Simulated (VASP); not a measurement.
Set up this calculation in VASP 6.6.1, as the native input.

- Task: electric field gradients
- Functional: PBE
- Potentials or basis: VASP PAW PBE potentials, release 64 (Ag, Cl)
- Cutoff: 520 eV
- k mesh: 12 × 12 × 12
- Occupations: fermi-dirac, width 0.08 eV
- Spin: no spin polarisation
- Dipole correction: no
- Further INCAR settings: ALGO = Normal; EDIFF = 1e-08; NBANDS = 16

The structure of AgCl (rocksalt type) lies in POSCAR:

```
AgCl
1.0
    0.0000000000      2.7484259708      2.7484259708
    2.7484259708      0.0000000000      2.7484259708
    2.7484259708      2.7484259708      0.0000000000
Ag Cl
1 1
Direct
    0.0000000000      0.0000000000      0.0000000000
    0.5000000000      0.5000000000      0.5000000000
```

The input as run:

INCAR

```
SYSTEM = AgCl
ALGO = Normal
EDIFF = 1E-8
ENCUT = 520
GGA = PE
ISIF = 2
ISMEAR = -1
LASPH = .True.
LCHARG = .False.
LEFG = .True.
LREAL = .False.
LWAVE = .False.
NBANDS = 16
NELM = 80
PREC = Accurate
SIGMA = 0.08
```

KPOINTS

```
k-points
0
Gamma
  12 12 12
  0 0 0
```

Potentials or basis: VASP PAW PBE potentials, release 64 (Ag, Cl).

Launch:

```sh
$ cat potpaw_PBE.64/Ag/POTCAR potpaw_PBE.64/Cl/POTCAR > POTCAR
$ mpirun -np 1 vasp_std > vasp.out
```

Results of the run:

The pressure is 2.9 GPa and the band gap on the k mesh is 0.90 eV (least direct gap 3.15 eV). The largest electric field gradient by atom is under 0.05 V/Å² on every atom.

Run time: 38 s on 1 thread of Intel(R) Xeon(R) Platinum 8488C (Sapphire Rapids), with other jobs on the host, peak memory 0.19 GiB.
